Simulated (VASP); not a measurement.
Crystal: HfB.

```
Hf B
1.0
     0.00000    2.31000    2.31000
     2.31000    0.00000    2.31000
     2.31000    2.31000    0.00000
Hf B
1 1
Cartesian
  2.3100 2.3100 2.3100
  0.0000 0.0000 0.0000
```

| Item | Value |
| --- | --- |
| Program | VASP 6.6.1 |
| Task | relaxation of cell and atoms |
| Functional | PBE |
| Potentials or basis | VASP PAW PBE potentials, release 64 (Hf_pv, B) |
| Cutoff | 600 eV |
| k mesh | 5 × 5 × 5 |
| Occupations | methfessel-paxton, width 0.1 eV |
| Spin | no spin polarisation |

At the start: pressure 31.5 GPa; volume 12.33 Å³/atom.

How do energy, volume and symmetry change on relaxing?

Over 4 steps the energy falls by 160.8 meV/atom and the volume is 14.17 Å³/atom (+14.9 %); space group Fm-3m (No. 225, to 0.05 Å).

The path:
```tsv
step	energy change (eV)	largest force (eV/Å)	pressure (GPa)	volume (Å³)
1	0.0000	0.0000	31.54	24.65
2	0.1887	0.0000	-23.01	34.36
3	-0.3210	0.0000	-1.04	28.49
4	-0.3215	0.0000	-0.18	28.34
```

Final structure:
```
Hf B
1.0
     0.00000    2.41981    2.41981
     2.41981    0.00000    2.41981
     2.41981    2.41981    0.00000
Hf B
1 1
Direct
  0.50000 0.50000 0.50000
  0.00000 0.00000 0.00000
```

Caveat: the k points lie up to 0.45 Å⁻¹ apart in the final cell; the volume moved by +15 % from the deposited cell, more than functionals usually miss.
